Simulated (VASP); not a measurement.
# Mo (R-3m) in VASP: further runs

Runs on Mo. Level: PBEsol. Tasks: single point, relaxation of cell and atoms.

Everything below comes from runs of VASP 6.6.1. Logs are shortened: lines on timing, memory, paths and dates and some standing lists are left out, and cuts for length are marked.

## 1. The cell of the first run

Symmetry: R-3m, No. 166, trigonal system. The conventional cell has a = 2.969 Å, b = 2.969 Å, c = 6.155 Å, α = 90.00°, β = 90.00°, γ = 120.00°. Within 3.5 Å of Mo (site symmetry -3m) lie 12 Mo at 2.67 to 2.97 Å.

## 2. Single point, PBEsol

INCAR

```
SYSTEM = Mo
PREC = Accurate
ENCUT = 520
EDIFF = 1E-6
ISMEAR = 0
SIGMA = 0.1
LREAL = .False.
LASPH = .True.
NELM = 100
ALGO = Normal
ISIF = 2
LWAVE = .False.
LCHARG = .False.
GGA = PS
NBANDS = 21
```

KPOINTS

```
regular mesh
0
Gamma
  6 6 6
  0 0 0
```

POSCAR

```
Mo
1.0
    1.4844462124      0.8570454203      4.1034044821
   -1.4844462124      0.8570454203      4.1034044821
    0.0000000000     -1.7140908406      4.1034044821
Mo
2
Direct
    0.2499964481      0.2499964481      0.2499964481
    0.7500035519      0.7500035519      0.7500035519
```

Potentials or basis: VASP PAW PBE potentials, release 64 (Mo_sv).

Run with:

```sh
cat potpaw_PBE.64/Mo_sv/POTCAR > POTCAR
mpirun -np 1 vasp_std > vasp.out
```

OUTCAR:

```text
SYSTEM = Mo
   PREC = Accurate
   ENCUT = 520
   EDIFF = 1E-6
   ISMEAR = 0
   LREAL = .False.
   LASPH = .True.
   NELM = 100
   ISIF = 2
   GGA = PS

 ion  position               nearest neighbor table
   1  0.250  0.250  0.250-   2 2.67   2 2.67   2 2.67   2 2.67   2 2.67   2 2.67
   2  0.750  0.750  0.750-   1 2.67   1 2.67   1 2.67   1 2.67   1 2.67   1 2.67

  LATTYP: Found a trigonal (rhomboedric) cell.
 ALAT       =     4.4470254951
 COS(alpha) =     0.7771463821

  Lattice vectors:

 A1 = (   1.4844462124,   0.8570454203,   4.1034044821)
 A2 = (  -1.4844462124,   0.8570454203,   4.1034044821)
 A3 = (   0.0000000000,  -1.7140908406,   4.1034044821)

Analysis of symmetry for initial positions (statically):
=====================================================================
 Subroutine PRICEL returns:
 Original cell was already a primitive cell.

 Routine SETGRP: Setting up the symmetry group for a
 trigonal (rhombohedral) supercell.

 Subroutine GETGRP returns: Found 12 space group operations
 (whereof 12 operations were pure point group operations)
 out of a pool of 12 trial point group operations.

The static configuration has the point symmetry D_3d.

Analysis of symmetry for dynamics (positions and initial velocities):
=====================================================================
 Subroutine PRICEL returns:
 Original cell was already a primitive cell.

 Routine SETGRP: Setting up the symmetry group for a
 trigonal (rhombohedral) supercell.

 Subroutine GETGRP returns: Found 12 space group operations
 (whereof 12 operations were pure point group operations)
 out of a pool of 12 trial point group operations.

The dynamic configuration has the point symmetry D_3d.

 Subroutine INISYM returns: Found 12 space group operations
 (whereof 12 operations are pure point group operations),
 and found     1 'primitive' translations

----------------------------------------------------------------------------------------

                                     Primitive cell

  volume of cell :      31.3230

  direct lattice vectors                    reciprocal lattice vectors
     1.484446212  0.857045420  4.103404482     0.336825946  0.194466551  0.081233360
    -1.484446212  0.857045420  4.103404482    -0.336825946  0.194466551  0.081233360
     0.000000000 -1.714090841  4.103404482     0.000000000 -0.388933101  0.081233360

  length of vectors
[... 80 lines left out ...]
   ENCUT  =  520.0 eV  38.22 Ry    6.18 a.u.   8.27  8.27  8.27*2*pi/ulx,y,z
   NELM   =    100;   NELMIN=  2; NELMDL= -5     # of ELM steps
   EDIFF  = 0.1E-05   stopping-criterion for ELM
   LREAL  =      F    real-space projection
   EDIFFG = 0.1E-04   stopping-criterion for IOM
   NSW    =      0    number of steps for IOM
   IBRION =     -1    ionic relax: 0-MD 1-quasi-New 2-CG
   NFREE  =      0    steps in history (QN), initial steepest desc. (CG)
   ISIF   =      2    stress and relaxation
   ISYM   =      2    0-nonsym 1-usesym 2-fastsym
   POTIM  = 0.5000    time-step for ionic-motion
   TEBEG  =    0.0;   TEEND  =   0.0 temperature during run
   PSTRESS=    0.0 pullay stress
   NELECT =      28.0000    total number of electrons
   NUPDOWN=      -1.0000    fix difference up-down
   EMIN   =  10.00;   EMAX   =-10.00  energy-range for DOS
   EFERMI =   0.00;   METHOD = LEGACY
   ISMEAR =     0;   SIGMA  =   0.10  broadening in eV -4-tet -1-fermi 0-gaus
   EFERMI_NEDOS =   21; number of points for ismear=-14 and -15
   IALGO  =     38    algorithm
   IMIX   =      4    mixing-type and parameters
     AMIX     =   0.40;   BMIX     =  1.00
     AMIX_MAG =   1.60;   BMIX_MAG =  1.00
  volume/ion in A,a.u.               =      15.66       105.69
  Fermi-wavevector in a.u.,A,eV,Ry     =   1.577029  2.980152 33.837947  2.487019
  Thomas-Fermi vector in A             =   2.677772
   LORBIT       =      0    0 simple, 1 ext, 2 COOP (PROOUT), +10 PAW based schemes
   GGA     = PS    functional components
   LHFCALC =     F    Hartree Fock is set to
   AEXX    =    0.0000 exact exchange contribution
   IVDW    =     0    specifies the selected vdW correction
   LEPSILON=     F    determine dielectric tensor
   LRPA    =     F    only Hartree local field effects (RPA)
 non-spin polarized calculation
 Gauss-broadening in eV      SIGMA  =   0.10
  energy-cutoff  :      520.00
  volume of cell :       31.32
 maximum number of plane-waves:       867
 NGX is ok and might be reduce to    36

 number of electron      28.0000000 magnetization

 Free energy of the ion-electron system (eV)
  ---------------------------------------------------
  ext. energy  EPLUGINS =         0.00000000
  ---------------------------------------------------
  free energy    TOTEN  =       -22.85245549 eV

  energy without entropy =      -22.84565767  energy(sigma->0) =      -22.84905658

 E-fermi :  12.3087     XC(G=0): -13.4840

 val. band max:       12.2965736963   @ k =   0.5000   0.5000   0.3333
 cond. band min:      12.3098445651   @ k =   0.5000   0.5000   0.3333
 fundamental gap:      0.0132708688
 Fermi energy:        12.3087401377

 k-point     1 :       0.0000    0.0000    0.0000
  band No.  band energies     occupation
      1     -48.6765      2.00000
      2     -48.2442      2.00000
      3     -23.5676      2.00000
      4     -22.4357      2.00000
      5     -22.4357      2.00000
      6     -22.0336      2.00000
[... 565 lines left out ...]
     20      18.6454      0.00000
     21      22.7514      0.00000

 [... further k-points ...]

------------------------ aborting loop because EDIFF is reached ----------------------------------------

  FORCE on cell =-STRESS in cart. coord.  units (eV):
  Direction    XX          YY          ZZ          XY          YZ          ZX
  --------------------------------------------------------------------------------------
  -------------------------------------------------------------------------------------
  Total        0.0878909      0.0878909      0.1370696      0.0000000      0.0000000      0.0000000
  in kB        4.4956325      4.4956325      7.0111255      0.0000000      0.0000000      0.0000000
  external PRESSURE =       5.3341302 kB  Pullay stress =       0.0000000 kB

 VOLUME and BASIS-vectors are now :
 -----------------------------------------------------------------------------
  energy-cutoff  :      520.00
  volume of cell :       31.32
      direct lattice vectors                 reciprocal lattice vectors
     1.484446212  0.857045420  4.103404482     0.336825946  0.194466551  0.081233360
    -1.484446212  0.857045420  4.103404482    -0.336825946  0.194466551  0.081233360
     0.000000000 -1.714090841  4.103404482     0.000000000 -0.388933101  0.081233360

 POSITION                                       TOTAL-FORCE (eV/Angst)
 -----------------------------------------------------------------------------------
      0.00000      0.00000      3.07751         0.000000     -0.000000      0.000438
      0.00000      0.00000      9.23270         0.000000      0.000000     -0.000438
 -----------------------------------------------------------------------------------
    total drift:                               -0.000000     -0.000000     -0.000000

  FREE ENERGIE OF THE ION-ELECTRON SYSTEM (eV)
  ---------------------------------------------------
  free  energy   TOTEN  =       -22.8524554864 eV

  energy  without entropy=      -22.8456576667  energy(sigma->0) =      -22.84905658
```

stdout:

```text
POSCAR found type information on POSCAR Mo
 POSCAR found :  1 types and       2 ions
 scaLAPACK will be used
 -----------------------------------------------------------------------------
|                                                                             |
|                                                                             |
|     You enforced a specific xc type in the INCAR file but a different       |
|     I HOPE YOU KNOW WHAT YOU ARE DOING!                                     |
|                                                                             |
 -----------------------------------------------------------------------------

 LDA part: xc-table for (Slater+PW92), standard interpolation
 POSCAR, INCAR and KPOINTS ok, starting setup
 FFT: planning ... GRIDC
 FFT: planning ... GRID_SOFT
 FFT: planning ... GRID
 WAVECAR not read
 entering main loop
```

Wall time 23 s (1 thread of AMD EPYC 9R45 (Zen 5), shared host); peak memory 0.17 GiB.

Results:

```yaml
Free_energy: -22.8525 eV
Pressure: 0.5 GPa
Band_gap_on_the_k_mesh: zero (band 14 reaches 13.12 eV, above the bottom of band 15 at 11.57 eV)
```

Stress tensor (GPa, compression positive):
```
0.45 0.00 0.00
0.00 0.45 0.00
0.00 0.00 0.70
```

Caveat: the k points lie up to 0.42 Å⁻¹ apart; the PAW data sets were made with another functional, which shifts forces and pressure a little.

## 3. Single point, PBEsol

This run uses another cell than the first one: it holds 12 atoms, not 2.

INCAR: that of step 2 with these lines changed.

```diff
@@ -14,2 +14,2 @@
 GGA = PS
-NBANDS = 21
+NBANDS = 96
```

KPOINTS

```
Automatic mesh
0
Gamma
  6 6 6
  0 0 0
```

POSCAR

```
Mo
1.0
    2.6612915509      1.5364973933      8.9414577997
   -2.6612915509      1.5364973933      8.9414577997
    0.0000000000     -3.0729947866      8.9414577997
Mo
12
Direct
    0.0441149938      0.5504784251      0.0441149938
    0.0441149938      0.0441149938      0.5504784251
    0.5504784251      0.0441149938      0.0441149938
    0.9558850062      0.4495215749      0.9558850062
    0.4495215749      0.9558850062      0.9558850062
    0.9558850062      0.9558850062      0.4495215749
    0.2090463101      0.7025506624      0.2090463101
    0.2090463101      0.2090463101      0.7025506624
    0.7025506624      0.2090463101      0.2090463101
    0.7909536899      0.2974493376      0.7909536899
    0.2974493376      0.7909536899      0.7909536899
    0.7909536899      0.7909536899      0.2974493376
```

Potentials or basis: VASP PAW PBE potentials, release 64 (Mo_sv).

Run with:

```sh
cat potpaw_PBE.64/Mo_sv/POTCAR > POTCAR
mpirun -np 1 vasp_std > vasp.out
```

OUTCAR:

```text
SYSTEM = Mo
   PREC = Accurate
   ENCUT = 520
   EDIFF = 1E-6
   ISMEAR = 0
   LREAL = .False.
   LASPH = .True.
   NELM = 100
   ISIF = 2
   GGA = PS

 ion  position               nearest neighbor table
   1  0.044  0.550  0.044-   4 2.48   2 2.63   3 2.63  11 2.64  12 2.64   2 2.70   3 2.70
   2  0.044  0.044  0.550-   6 2.48   3 2.63   1 2.63  10 2.64  11 2.64   1 2.70   3 2.70
   3  0.550  0.044  0.044-   5 2.48   2 2.63   1 2.63  10 2.64  12 2.64   2 2.70   1 2.70
   4  0.956  0.450  0.956-   1 2.48   6 2.63   5 2.63   9 2.64   8 2.64   6 2.70   5 2.70
   5  0.450  0.956  0.956-   3 2.48   6 2.63   4 2.63   7 2.64   8 2.64   6 2.70   4 2.70
   6  0.956  0.956  0.450-   2 2.48   4 2.63   5 2.63   7 2.64   9 2.64   4 2.70   5 2.70
   7  0.209  0.703  0.209-   8 2.63   9 2.63   5 2.64   6 2.64  11 2.66  12 2.66   8 2.70   9 2.70
[... 7 lines left out ...]
  11  0.297  0.791  0.791-  12 2.63  10 2.63   1 2.64   2 2.64   7 2.66   8 2.66  12 2.70  10 2.70

  12  0.791  0.791  0.297-  10 2.63  11 2.63   1 2.64   3 2.64   7 2.66   9 2.66  11 2.70  10 2.70

  LATTYP: Found a trigonal (rhomboedric) cell.
 ALAT       =     9.4547852721
 COS(alpha) =     0.8415429502

  Lattice vectors:

 A1 = (   2.6612915509,   1.5364973933,   8.9414577997)
 A2 = (  -2.6612915509,   1.5364973933,   8.9414577997)
 A3 = (   0.0000000000,  -3.0729947866,   8.9414577997)

Analysis of symmetry for initial positions (statically):
=====================================================================
 Subroutine PRICEL returns:
 Original cell was already a primitive cell.

 Routine SETGRP: Setting up the symmetry group for a
 trigonal (rhombohedral) supercell.

 Subroutine GETGRP returns: Found 12 space group operations
 (whereof 12 operations were pure point group operations)
 out of a pool of 12 trial point group operations.

The static configuration has the point symmetry D_3d.

Analysis of symmetry for dynamics (positions and initial velocities):
=====================================================================
 Subroutine PRICEL returns:
 Original cell was already a primitive cell.

 Routine SETGRP: Setting up the symmetry group for a
 trigonal (rhombohedral) supercell.

 Subroutine GETGRP returns: Found 12 space group operations
 (whereof 12 operations were pure point group operations)
 out of a pool of 12 trial point group operations.

The dynamic configuration has the point symmetry D_3d.

 Subroutine INISYM returns: Found 12 space group operations
 (whereof 12 operations are pure point group operations),
 and found     1 'primitive' translations

----------------------------------------------------------------------------------------

                                     Primitive cell

  volume of cell :     219.3733

  direct lattice vectors                    reciprocal lattice vectors
     2.661291551  1.536497393  8.941457800     0.187878701  0.108471819  0.037279529
    -2.661291551  1.536497393  8.941457800    -0.187878701  0.108471819  0.037279529
     0.000000000 -3.072994787  8.941457800     0.000000000 -0.216943637  0.037279529

  length of vectors
     9.454785272  9.454785272  9.454785272     0.220123386  0.220123386  0.220123386

  position of ions in fractional coordinates (direct lattice)
     0.044114994  0.550478425  0.044114994
[... 81 lines left out ...]
   number of dos      NEDOS =    301   number of ions     NIONS =     12
   total plane-waves  NPLWV = 343000
   dimension x,y,z NGX =    70 NGY =   70 NGZ =   70
   dimension x,y,z NGXF=   140 NGYF=  140 NGZF=  140
   ions per type =              12
   NGX,Y,Z   is equivalent  to a cutoff of  12.31, 12.31, 12.31 a.u.
   NGXF,Y,Z  is equivalent  to a cutoff of  24.62, 24.62, 24.62 a.u.
 SYSTEM =  Mo
   PREC   = accura    normal or accurate (medium, high low for compatibility)
   ISTART =      0    job   : 0-new  1-cont  2-samecut
   ICHARG =      2    charge: 1-file 2-atom 10-const
   ISPIN  =      1    spin polarized calculation?
   LNONCOLLINEAR =      F non collinear calculations
   LSORBIT =      F    spin-orbit coupling
   LASPH  =      T    aspherical Exc in radial PAW
   ENCUT  =  520.0 eV  38.22 Ry    6.18 a.u.  17.58 17.58 17.58*2*pi/ulx,y,z
   NELM   =    100;   NELMIN=  2; NELMDL= -5     # of ELM steps
   EDIFF  = 0.1E-05   stopping-criterion for ELM
   LREAL  =      F    real-space projection
   EDIFFG = 0.1E-04   stopping-criterion for IOM
   NSW    =      0    number of steps for IOM
   IBRION =     -1    ionic relax: 0-MD 1-quasi-New 2-CG
   NFREE  =      0    steps in history (QN), initial steepest desc. (CG)
   ISIF   =      2    stress and relaxation
   ISYM   =      2    0-nonsym 1-usesym 2-fastsym
   POTIM  = 0.5000    time-step for ionic-motion
   TEBEG  =    0.0;   TEEND  =   0.0 temperature during run
   PSTRESS=    0.0 pullay stress
   NELECT =     168.0000    total number of electrons
   NUPDOWN=      -1.0000    fix difference up-down
   EMIN   =  10.00;   EMAX   =-10.00  energy-range for DOS
   EFERMI =   0.00;   METHOD = LEGACY
   ISMEAR =     0;   SIGMA  =   0.10  broadening in eV -4-tet -1-fermi 0-gaus
   EFERMI_NEDOS =   21; number of points for ismear=-14 and -15
   IALGO  =     38    algorithm
   IMIX   =      4    mixing-type and parameters
     AMIX     =   0.40;   BMIX     =  1.00
     AMIX_MAG =   1.60;   BMIX_MAG =  1.00
  volume/ion in A,a.u.               =      18.28       123.37
  Fermi-wavevector in a.u.,A,eV,Ry     =   1.497787  2.830406 30.522834  2.243365
  Thomas-Fermi vector in A             =   2.609630
   LORBIT       =      0    0 simple, 1 ext, 2 COOP (PROOUT), +10 PAW based schemes
   GGA     = PS    functional components
   LHFCALC =     F    Hartree Fock is set to
   AEXX    =    0.0000 exact exchange contribution
   IVDW    =     0    specifies the selected vdW correction
   LEPSILON=     F    determine dielectric tensor
   LRPA    =     F    only Hartree local field effects (RPA)
 non-spin polarized calculation
 Gauss-broadening in eV      SIGMA  =   0.10
  energy-cutoff  :      520.00
  volume of cell :      219.37
 maximum number of plane-waves:      5931
   NGX = 35   NGY = 35   NGZ = 35

 number of electron     168.0000003 magnetization

 Free energy of the ion-electron system (eV)
  ---------------------------------------------------
  ext. energy  EPLUGINS =         0.00000000
  ---------------------------------------------------
  free energy    TOTEN  =      -127.11529831 eV

  energy without entropy =     -127.05167347  energy(sigma->0) =     -127.08348589

 E-fermi :   9.8285     XC(G=0): -12.3784

 val. band max:        9.8257482264   @ k =   0.3333   0.1667   0.1667
 cond. band min:       9.8324687302   @ k =   0.5000   0.3333   0.1667
 fundamental gap:      0.0067205038
 Fermi energy:         9.8284901706

 k-point     1 :       0.0000    0.0000    0.0000
  band No.  band energies     occupation
      1     -51.0892      2.00000
      2     -50.9317      2.00000
      3     -50.9165      2.00000
      4     -50.8098      2.00000
      5     -50.8098      2.00000
      6     -50.7582      2.00000
[... 2365 lines left out ...]
     95      11.0635      0.00000
     96      11.1197      0.00000

 [... further k-points ...]

------------------------ aborting loop because EDIFF is reached ----------------------------------------

  FORCE on cell =-STRESS in cart. coord.  units (eV):
  Direction    XX          YY          ZZ          XY          YZ          ZX
  --------------------------------------------------------------------------------------
  -------------------------------------------------------------------------------------
  Total        0.5572793      0.5572793      0.7509104      0.0000000      0.0000000      0.0000000
  in kB        4.0700489      4.0700489      5.4842194      0.0000000      0.0000000      0.0000000
  external PRESSURE =       4.5414390 kB  Pullay stress =       0.0000000 kB

 VOLUME and BASIS-vectors are now :
 -----------------------------------------------------------------------------
  energy-cutoff  :      520.00
  volume of cell :      219.37
      direct lattice vectors                 reciprocal lattice vectors
     2.661291551  1.536497393  8.941457800     0.187878701  0.108471819  0.037279529
    -2.661291551  1.536497393  8.941457800    -0.187878701  0.108471819  0.037279529
     0.000000000 -3.072994787  8.941457800     0.000000000 -0.216943637  0.037279529

 POSITION                                       TOTAL-FORCE (eV/Angst)
 -----------------------------------------------------------------------------------
     -1.34758      0.77803      5.71098         0.005760     -0.003325      0.016442
      0.00000     -1.55605      5.71098         0.000000      0.006651      0.016442
      1.34758      0.77803      5.71098        -0.005760     -0.003325      0.016442
      1.34758     -0.77803     21.11339        -0.005760      0.003325     -0.016442
     -1.34758     -0.77803     21.11339         0.005760      0.003325     -0.016442
      0.00000      1.55605     21.11339         0.000000     -0.006651     -0.016442
     -1.31336      0.75827     10.02018         0.006181     -0.003569      0.004241
      0.00000     -1.51654     10.02018         0.000000      0.007137      0.004241
      1.31336      0.75827     10.02018        -0.006181     -0.003569      0.004241
      1.31336     -0.75827     16.80419        -0.006181      0.003569     -0.004241
     -1.31336     -0.75827     16.80419         0.006181      0.003569     -0.004241
      0.00000      1.51654     16.80419         0.000000     -0.007137     -0.004241
 -----------------------------------------------------------------------------------
    total drift:                               -0.000000      0.000000     -0.000000

  FREE ENERGIE OF THE ION-ELECTRON SYSTEM (eV)
  ---------------------------------------------------
  free  energy   TOTEN  =      -127.1152983131 eV

  energy  without entropy=     -127.0516734716  energy(sigma->0) =     -127.08348589
```

Run time: 65 min. Hardware: 1 thread of AMD EPYC 7R13 (Zen 3), shared host; peak memory 0.89 GiB.

Results:

```yaml
Free_energy: -127.1153 eV
Pressure: 0.5 GPa
Largest_force: 0.018 eV/Å
Band_gap_on_the_k_mesh: zero (band 84 reaches 10.95 eV, above the bottom of band 85 at 9.44 eV)
```

Forces in eV/Å, atoms in the order of the input:
```
Mo   0.006 -0.003  0.016
Mo   0.000  0.007  0.016
Mo  -0.006 -0.003  0.016
Mo  -0.006  0.003 -0.016
Mo   0.006  0.003 -0.016
Mo   0.000 -0.007 -0.016
Mo   0.006 -0.004  0.004
Mo   0.000  0.007  0.004
Mo  -0.006 -0.004  0.004
Mo  -0.006  0.004 -0.004
Mo   0.006  0.004 -0.004
Mo   0.000 -0.007 -0.004
```

Stress tensor (GPa, compression positive):
```
0.41 0.00 0.00
0.00 0.41 0.00
0.00 0.00 0.55
```

Caveat: the PAW data sets were made with another functional, which shifts forces and pressure a little.

[end of part 1 of 2]
